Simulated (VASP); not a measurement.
# N in VASP: a series of runs

Runs on N. Level: PBE+D3(BJ). Tasks: single point.

All numbers are computed with VASP 6.6.1; they aren't measurements. Logs are shortened: lines on timing, memory, paths and dates and some standing lists are left out, and cuts for length are marked.

### Step 1. The cell of the first run

The cell holds an amorphous packing of atoms, 24 atoms: a = 8.862 Å, b = 8.862 Å, c = 8.862 Å, α = 90.00°, β = 90.00°, γ = 90.00°.

### Step 2. Single point, PBE+D3(BJ)

Contents of INCAR:

```
SYSTEM = N
PREC = Accurate
ENCUT = 520
EDIFF = 1E-6
ISMEAR = -1
SIGMA = 0.05
LREAL = Auto
LASPH = .True.
NELM = 100
ALGO = Normal
ISIF = 2
LWAVE = .False.
LCHARG = .True.
GGA = PE
IVDW = 12
LELF = .True.
LVHAR = .True.
NBANDS = 78
```

Contents of KPOINTS:

```
Automatic mesh
0
Gamma
  1 1 1
  0 0 0
```

Contents of POSCAR:

```
N
1.0
    8.8620950000      0.0000000000      0.0000000000
    0.0000000000      8.8620950000      0.0000000000
    0.0000000000      0.0000000000      8.8620950000
N
24
Direct
    0.1442278813      0.3698865634      0.3116938651
    0.1813638524      0.3801345639      0.1933328225
   -0.0865985298      1.0599129419      0.2067806429
   -0.1511419375      0.9741578257      0.2698195893
    0.7826123773      0.6243362612      0.5284674797
    0.8616294854      0.6221308705      0.4323729968
    0.1254868836      0.9584758002      0.5354361133
    0.1366239326      0.8374586349      0.5628684107
    0.7335819881      0.8935644741      0.8943473824
    0.8081486679      0.9007729826      0.7950779411
    0.4335808783      0.6363720099      0.3560950885
    0.4268470931      0.7317360965      0.2763206538
    0.7066244589      0.3004697478      0.7420171630
    0.8006392138      0.2635896657      0.6693978191
    0.8544968288      0.5377005579      1.0494834318
    0.9122328400      0.5529858461      0.9403076987
    0.5797893965      0.2937722658      0.1632195405
    0.6170306271      0.3146728366      0.2800878910
    0.4961029962      0.0037079634      0.6017713405
    0.5271563840      0.0209476802      0.4825168199
    0.4641492287      0.5818459277      0.9174543071
    0.4350717494      0.5943748885      0.7971295540
    0.1653597753      0.8367134147      1.0177013771
    0.2084010286      0.9225882806      0.9385421713
```

Potentials or basis: VASP PAW PBE potentials, release 64 (N).

On the command line:

```sh
$ cat potpaw_PBE.64/N/POTCAR > POTCAR
$ mpirun -np 1 vasp_gam > vasp.out
```

OUTCAR:

```text
SYSTEM = N
   PREC = Accurate
   ENCUT = 520
   EDIFF = 1E-6
   ISMEAR = -1
   LREAL = Auto
   LASPH = .True.
   NELM = 100
   ISIF = 2
   GGA = PE
   IVDW = 12
 IVDW          = 12

 ion  position               nearest neighbor table
   1  0.144  0.370  0.312-   2 1.10
   2  0.181  0.380  0.193-   1 1.10
   3  0.913  0.060  0.207-   4 1.10
   4  0.849  0.974  0.270-   3 1.10
   5  0.783  0.624  0.528-   6 1.10
   6  0.862  0.622  0.432-   5 1.10
[... 16 lines left out ...]
  23  0.165  0.837  0.018-  24 1.10
  24  0.208  0.923  0.939-  23 1.10

  LATTYP: Found a simple cubic cell.
 ALAT       =     8.8620950000

  Lattice vectors:

 A1 = (   8.8620950000,   0.0000000000,   0.0000000000)
 A2 = (   0.0000000000,   8.8620950000,   0.0000000000)
 A3 = (   0.0000000000,   0.0000000000,   8.8620950000)

Analysis of symmetry for initial positions (statically):
=====================================================================
 Subroutine PRICEL returns:
 Original cell was already a primitive cell.

 Routine SETGRP: Setting up the symmetry group for a
 simple cubic supercell.

 Subroutine GETGRP returns: Found  1 space group operations
 (whereof  1 operations were pure point group operations)
 out of a pool of 48 trial point group operations.

The static configuration has the point symmetry C_1 .

Analysis of symmetry for dynamics (positions and initial velocities):
=====================================================================
 Subroutine PRICEL returns:
 Original cell was already a primitive cell.

 Routine SETGRP: Setting up the symmetry group for a
 simple cubic supercell.

 Subroutine GETGRP returns: Found  1 space group operations
 (whereof  1 operations were pure point group operations)
 out of a pool of 48 trial point group operations.

The dynamic configuration has the point symmetry C_1 .

 Subroutine INISYM returns: Found  1 space group operations
 (whereof  1 operations are pure point group operations),
 and found     1 'primitive' translations

----------------------------------------------------------------------------------------

                                     Primitive cell

  volume of cell :     695.9999

  direct lattice vectors                    reciprocal lattice vectors
     8.862095000  0.000000000  0.000000000     0.112840135  0.000000000  0.000000000
     0.000000000  8.862095000  0.000000000     0.000000000  0.112840135  0.000000000
     0.000000000  0.000000000  8.862095000     0.000000000  0.000000000  0.112840135

  length of vectors
     8.862095000  8.862095000  8.862095000     0.112840135  0.112840135  0.112840135

  position of ions in fractional coordinates (direct lattice)
     0.144227881  0.369886563  0.311693865
     0.181363852  0.380134564  0.193332822
     0.913401470  0.059912942  0.206780643
     0.848858062  0.974157826  0.269819589
     0.782612377  0.624336261  0.528467480
     0.861629485  0.622130871  0.432372997
[... 16 lines left out ...]
     0.165359775  0.836713415  0.017701377
     0.208401029  0.922588281  0.938542171

  ion indices of the primitive-cell ions
   primitive index   ion index
                 1           1
                 2           2
                 3           3
                 4           4
                 5           5
                 6           6
[... 16 lines left out ...]
                23          23
                24          24

----------------------------------------------------------------------------------------

 KPOINTS: Automatic mesh

Automatic generation of k-mesh.
 Grid dimensions read from file:
 generate k-points for:    1    1    1

 Generating k-lattice:

  Cartesian coordinates                     Fractional coordinates (reciprocal lattice)
     0.112840135  0.000000000  0.000000000     1.000000000  0.000000000  0.000000000
     0.000000000  0.112840135  0.000000000     0.000000000  1.000000000  0.000000000
     0.000000000  0.000000000  0.112840135     0.000000000  0.000000000  1.000000000

  Length of vectors
     0.112840135  0.112840135  0.112840135

  Shift w.r.t. Gamma in fractional coordinates (k-lattice)
     0.000000000  0.000000000  0.000000000

 Subroutine IBZKPT returns following result:
 ===========================================

 Found      1 irreducible k-points:

 Following reciprocal coordinates:
            Coordinates               Weight
  0.000000  0.000000  0.000000      1.000000
   k-points           NKPTS =      1   k-points in BZ     NKDIM =      1   number of bands    NBANDS=     78
   number of dos      NEDOS =    301   number of ions     NIONS =     24
   total plane-waves  NPLWV = 343000
   dimension x,y,z NGX =    70 NGY =   70 NGZ =   70
   dimension x,y,z NGXF=   140 NGYF=  140 NGZF=  140
   ions per type =              24
   NGX,Y,Z   is equivalent  to a cutoff of  13.13, 13.13, 13.13 a.u.
   NGXF,Y,Z  is equivalent  to a cutoff of  26.26, 26.26, 26.26 a.u.
 SYSTEM =  N
   PREC   = accura    normal or accurate (medium, high low for compatibility)
   ISTART =      0    job   : 0-new  1-cont  2-samecut
   ICHARG =      2    charge: 1-file 2-atom 10-const
   ISPIN  =      1    spin polarized calculation?
   LNONCOLLINEAR =      F non collinear calculations
   LSORBIT =      F    spin-orbit coupling
   LASPH  =      T    aspherical Exc in radial PAW
   ENCUT  =  520.0 eV  38.22 Ry    6.18 a.u.  16.48 16.48 16.48*2*pi/ulx,y,z
   NELM   =    100;   NELMIN=  2; NELMDL= -5     # of ELM steps
   EDIFF  = 0.1E-05   stopping-criterion for ELM
   LREAL  =      T    real-space projection
   EDIFFG = 0.1E-04   stopping-criterion for IOM
   NSW    =      0    number of steps for IOM
   IBRION =     -1    ionic relax: 0-MD 1-quasi-New 2-CG
   NFREE  =      0    steps in history (QN), initial steepest desc. (CG)
   ISIF   =      2    stress and relaxation
   ISYM   =      2    0-nonsym 1-usesym 2-fastsym
   POTIM  = 0.5000    time-step for ionic-motion
   TEBEG  =    0.0;   TEEND  =   0.0 temperature during run
   PSTRESS=    0.0 pullay stress
   NELECT =     120.0000    total number of electrons
   NUPDOWN=      -1.0000    fix difference up-down
   EMIN   =  10.00;   EMAX   =-10.00  energy-range for DOS
   EFERMI =   0.00;   METHOD = LEGACY
   ISMEAR =    -1;   SIGMA  =   0.05  broadening in eV -4-tet -1-fermi 0-gaus
   EFERMI_NEDOS =   21; number of points for ismear=-14 and -15
   IALGO  =     38    algorithm
   IMIX   =      4    mixing-type and parameters
     AMIX     =   0.40;   BMIX     =  1.00
     AMIX_MAG =   1.60;   BMIX_MAG =  1.00
  volume/ion in A,a.u.               =      29.00       195.70
  Fermi-wavevector in a.u.,A,eV,Ry     =   0.911169  1.721859 11.295946  0.830229
  Thomas-Fermi vector in A             =   2.035417
   LORBIT       =      0    0 simple, 1 ext, 2 COOP (PROOUT), +10 PAW based schemes
   GGA     = PE    functional components
   LHFCALC =     F    Hartree Fock is set to
   AEXX    =    0.0000 exact exchange contribution
   IVDW    =    12    specifies the selected vdW correction
   LEPSILON=     F    determine dielectric tensor
   LRPA    =     F    only Hartree local field effects (RPA)
 non-spin polarized calculation
  energy-cutoff  :      520.00
  volume of cell :      696.00
 maximum number of plane-waves:      9403
 NGX is ok and might be reduce to    70
   NGX = 33   NGY = 33   NGZ = 33

 number of electron     120.0000003 magnetization

 Free energy of the ion-electron system (eV)
  ---------------------------------------------------
  ext. energy  EPLUGINS =         0.00000000
  ---------------------------------------------------
  free energy    TOTEN  =      -199.77923696 eV

  energy without entropy =     -199.77923696  energy(sigma->0) =     -199.77923696

 E-fermi :  -5.9973     XC(G=0):  -5.5117

 val. band max:       -7.3155273717   @ k =   0.0000   0.0000   0.0000
 cond. band min:       0.1845336754   @ k =   0.0000   0.0000   0.0000
 fundamental gap:      7.5000610471
 Fermi energy:        -5.9973387286

 k-point     1 :       0.0000    0.0000    0.0000
  band No.  band energies     occupation
      1     -25.8271      2.00000
      2     -25.7585      2.00000
      3     -25.7514      2.00000
      4     -25.7186      2.00000
      5     -25.7111      2.00000
      6     -25.6931      2.00000
[... 64 lines left out ...]
     71       0.5817      0.00000
     72       0.6504      0.00000
 [bands above 72 left out]

------------------------ aborting loop because EDIFF is reached ----------------------------------------

 Edisp (eV)   -0.99912

 E8    (eV) :    -0.2363

  FORCE on cell =-STRESS in cart. coord.  units (eV):
  Direction    XX          YY          ZZ          XY          YZ          ZX
  --------------------------------------------------------------------------------------
  -------------------------------------------------------------------------------------
  Total       3.21051     3.68831    11.47159     0.75295    -2.65085    -3.81700
  in kB       7.39052     8.49041    26.40736     1.73327    -6.10219    -8.78664
  external pressure =       14.10 kB  Pullay stress =        0.00 kB

 VOLUME and BASIS-vectors are now :
 -----------------------------------------------------------------------------
  energy-cutoff  :      520.00
  volume of cell :      696.00
      direct lattice vectors                 reciprocal lattice vectors
     8.862095000  0.000000000  0.000000000     0.112840135  0.000000000  0.000000000
     0.000000000  8.862095000  0.000000000     0.000000000  0.112840135  0.000000000
     0.000000000  0.000000000  8.862095000     0.000000000  0.000000000  0.112840135

 POSITION                                       TOTAL-FORCE (eV/Angst)
 -----------------------------------------------------------------------------------
      1.27816      3.27797      2.76226        -0.472365     -0.141767      1.503783
      1.60726      3.36879      1.71333         0.471255      0.127891     -1.495234
      8.09465      0.53095      1.83251         0.791566      1.066853     -0.789506
      7.52266      8.63308      2.39117        -0.799283     -1.070607      0.794346
      6.93559      5.53293      4.68333        -1.029657      0.036200      1.246867
      7.63584      5.51338      3.83173         1.026931     -0.036761     -1.248654
[... 16 lines left out ...]
      1.46543      7.41503      0.15687        -0.544742     -1.073392      1.000295
      1.84687      8.17606      8.31745         0.548383      1.081659     -0.994847
 -----------------------------------------------------------------------------------
    total drift:                               -0.001373     -0.000898      0.002635

  FREE ENERGIE OF THE ION-ELECTRON SYSTEM (eV)
  ---------------------------------------------------
  free  energy   TOTEN  =      -200.7783586637 eV

  energy  without entropy=     -200.7783586637  energy(sigma->0) =     -200.77835866
```

Run time: 80 s. Hardware: 1 thread of Intel Xeon Platinum 8375C at 2.90GHz (Ice Lake), shared host; peak memory 0.61 GiB.

Results:

```
Free energy                : -200.7784 eV
Pressure                   : 1.4 GPa
Largest force              : 1.716 eV/Å
Band gap on the k mesh     : 7.50 eV
Dispersion energy per atom : -0.042 eV
```

Forces on the atoms (eV/Å):
```
N   -0.472 -0.142  1.504
N    0.471  0.128 -1.495
N    0.792  1.067 -0.790
N   -0.799 -1.071  0.794
N   -1.030  0.036  1.247
N    1.027 -0.037 -1.249
N   -0.131  1.360 -0.317
N    0.128 -1.358  0.320
N   -1.030 -0.098  1.369
N    1.027  0.102 -1.359
N    0.085 -1.165  0.967
N   -0.086  1.167 -0.975
N   -1.273  0.505  0.986
N    1.283 -0.505 -0.998
N   -0.741 -0.197  1.398
N    0.750  0.196 -1.398
N   -0.491 -0.287 -1.528
N    0.488  0.287  1.522
N   -0.400 -0.233  1.557
N    0.394  0.229 -1.548
N    0.390 -0.168  1.589
N   -0.385  0.175 -1.600
N   -0.545 -1.073  1.000
N    0.548  1.082 -0.995
```

Stress tensor (GPa, compression positive):
```
 0.74  0.17 -0.88
 0.17  0.85 -0.61
-0.88 -0.61  2.64
```

Levels at points of the mesh, in eV from the valence-band top:
```csv
k point,band 58,band 59,band 60,band 61,band 62,band 63
"(0.00, 0.00, 0.00)",-0.06,-0.04,0.00,7.50,7.56,7.65
```

Caveat: the k points lie up to 0.71 Å⁻¹ apart; the standard files for N, O and F lose accuracy on very short bonds.

### Step 3. Single point, PBE+D3(BJ)

Contents of INCAR:

```
PREC = Accurate ; ENCUT = 520
EDIFF = 1E-7 ; ISMEAR = -1
SIGMA = 0.05 ; LREAL = Auto
LASPH = T ; NELM = 60
ALGO = Normal ; ISIF = 2
LWAVE = F ; LCHARG = F
GGA = PE ; IVDW = 12
NBANDS = 78
```

Contents of KPOINTS:

```
Automatic mesh
0
Gamma
  1 1 1
```

Contents of POSCAR:

```
N
1.0
    8.8620950000      0.0000000000      0.0000000000
    0.0000000000      8.8620950000      0.0000000000
    0.0000000000      0.0000000000      8.8620950000
N
24
Direct
    0.1500886641      0.3837467326      0.3268753043
    0.1787951946      0.4219544024      0.2087203985
   -0.0919647104      1.0448770861      0.2452241823
   -0.1583824141      0.9381416020      0.2409926772
    0.7980844259      0.5800095801      0.5425692232
    0.8503181246      0.5962021396      0.4253170385
    0.0666659520      0.9111728096      0.5063136877
    0.1467598801      0.8200656842      0.5432462640
    0.7246706337      0.9000354882      0.8657997911
    0.8334146723      0.8878374696      0.8106548169
    0.4982794700      0.6859777513      0.3328445475
    0.4137734926      0.7624043750      0.2851808743
    0.7334383123      0.3534265882      0.7235760844
    0.7774121131      0.2516447860      0.6614350219
    0.8517850463      0.5037860686      1.0658314992
    0.9111163895      0.5598450479      0.9710683535
    0.5739387808      0.3186041224      0.1522664788
    0.6094382874      0.2970967926      0.2657610870
    0.4871534327     -0.0099299319      0.6024083470
    0.5675520292      0.0176256292      0.5135805924
    0.4706674889      0.5520590786      0.9007463811
    0.4248882460      0.6009188572      0.7977684735
    0.1437357645      0.8072019088      1.0119051985
    0.1794496674      0.9248603180      0.9815963381
```

Potentials or basis: VASP PAW PBE potentials, release 64 (N).

On the command line:

```sh
$ cat potpaw_PBE.64/N/POTCAR > POTCAR
$ mpirun -np 1 vasp_gam > vasp.out
```

OUTCAR:

```text
PREC = Accurate
   ENCUT = 520
   EDIFF = 1E-7
   ISMEAR = -1
   LREAL = Auto
   LASPH = T
   NELM = 60
   ISIF = 2
   GGA = PE
   IVDW = 12
 IVDW          = 12

 ion  position               nearest neighbor table
   1  0.150  0.384  0.327-   2 1.13
   2  0.179  0.422  0.209-   1 1.13
   3  0.908  0.045  0.245-   4 1.11
   4  0.842  0.938  0.241-   3 1.11
   5  0.798  0.580  0.543-   6 1.15
[... 315 lines left out ...]
  -------------------------------------------------------------------------------------
  Total       6.59297    -1.11609     7.23902    -1.45115    -3.82976     3.20883
  in kB      15.17688    -2.56922    16.66407    -3.34051    -8.81602     7.38666
  external pressure =        9.76 kB  Pullay stress =        0.00 kB

 VOLUME and BASIS-vectors are now :
 -----------------------------------------------------------------------------
  energy-cutoff  :      520.00
  volume of cell :      696.00
      direct lattice vectors                 reciprocal lattice vectors
     8.862095000  0.000000000  0.000000000     0.112840135  0.000000000  0.000000000
     0.000000000  8.862095000  0.000000000     0.000000000  0.112840135  0.000000000
     0.000000000  0.000000000  8.862095000     0.000000000  0.000000000  0.112840135

 POSITION                                       TOTAL-FORCE (eV/Angst)
 -----------------------------------------------------------------------------------
      1.33010      3.40080      2.89680         0.532985      0.690157     -2.141449
      1.58450      3.73940      1.84970        -0.486363     -0.711357      2.169139
      8.04709      0.39771      2.17320        -0.212953     -0.197161     -0.098938
      7.45849      8.31390      2.13570         0.088396      0.263904     -0.044441
      7.07270      5.14010      4.80830         1.859701      0.927797     -4.228677
      7.53560      5.28360      3.76920        -1.756760     -0.583106      4.031541
[... 16 lines left out ...]
      1.27380      7.15350      0.10551         0.475706      1.303904     -0.293589
      1.59030      8.19620      8.69900        -0.368010     -1.249156      0.299326
 -----------------------------------------------------------------------------------
    total drift:                               -0.000369      0.000582     -0.000993

  FREE ENERGIE OF THE ION-ELECTRON SYSTEM (eV)
  ---------------------------------------------------
  free  energy   TOTEN  =      -200.1714885818 eV

  energy  without entropy=     -200.1714885818  energy(sigma->0) =     -200.17148858
```

OSZICAR:

```text
N       E                     dE             d eps       ncg     rms          rms(c)
DAV:   1     0.111575740965E+04    0.11158E+04   -0.60270E+04   164   0.136E+03
DAV:   2    -0.677011873836E+02   -0.11835E+04   -0.11555E+04   216   0.317E+02
DAV:   3    -0.205710501295E+03   -0.13801E+03   -0.13711E+03   176   0.119E+02
[... 12 lines left out ...]
DAV:  16    -0.199150971630E+03   -0.32676E-07   -0.16916E-06   200   0.695E-03    0.194E-03
DAV:  17    -0.199150971495E+03    0.13421E-06   -0.38269E-07   192   0.303E-03    0.113E-03
DAV:  18    -0.199150971394E+03    0.10171E-06   -0.26972E-07   168   0.244E-03    0.106E-03
DAV:  19    -0.199150971499E+03   -0.10487E-06   -0.69447E-08   144   0.170E-03    0.467E-04
DAV:  20    -0.199150971512E+03   -0.13640E-07   -0.64678E-08   144   0.113E-03
   1 F= -.20017149E+03 E0= -.20017149E+03  d E =-.233957E-10
```

Run time: 98 s. Hardware: 1 thread of Intel Xeon Platinum 8375C at 2.90GHz (Ice Lake), shared host; peak memory 0.61 GiB.

What came out:

| Property | Result |
| --- | --- |
| Free energy | -200.1715 eV |
| Pressure | 1.0 GPa |
| Largest force | 7.495 eV/Å |
| Band gap on the k mesh | 7.02 eV |
| Dispersion energy per atom | -0.043 eV |

Forces in eV/Å, atoms in the order of the input:
```
N    0.533  0.690 -2.141
N   -0.486 -0.711  2.169
N   -0.213 -0.197 -0.099
N    0.088  0.264 -0.044
N    1.860  0.928 -4.229
N   -1.757 -0.583  4.032
N    1.089 -1.136  0.613
N   -0.971  1.102 -0.453
N   -4.032  0.443  2.076
N    4.012 -0.446 -2.060
N    2.000 -1.867  1.114
N   -2.031  1.828 -1.176
N    0.567 -1.811 -0.731
N   -0.601  1.463  0.964
N   -0.276 -0.265  0.498
N    0.264  0.264 -0.565
N   -2.230  1.206 -6.987
N    2.174 -1.296  7.055
N   -2.589 -0.851  2.835
N    2.525  0.832 -2.843
N    1.491 -1.531  3.414
N   -1.524  1.619 -3.447
N    0.476  1.304 -0.294
N   -0.368 -1.249  0.299
```

Stress tensor (GPa, compression positive):
```
 1.52 -0.33  0.74
-0.33 -0.26 -0.88
 0.74 -0.88  1.67
```

Levels at points of the mesh, in eV from the valence-band top:
```tsv
k point	band 58	band 59	band 60	band 61	band 62	band 63
(0.00, 0.00, 0.00)	-0.20	-0.08	0.00	7.02	7.06	7.23
```

Caveat: the k points lie up to 0.71 Å⁻¹ apart; the standard files for N, O and F lose accuracy on very short bonds.

[end of part 1 of 2]
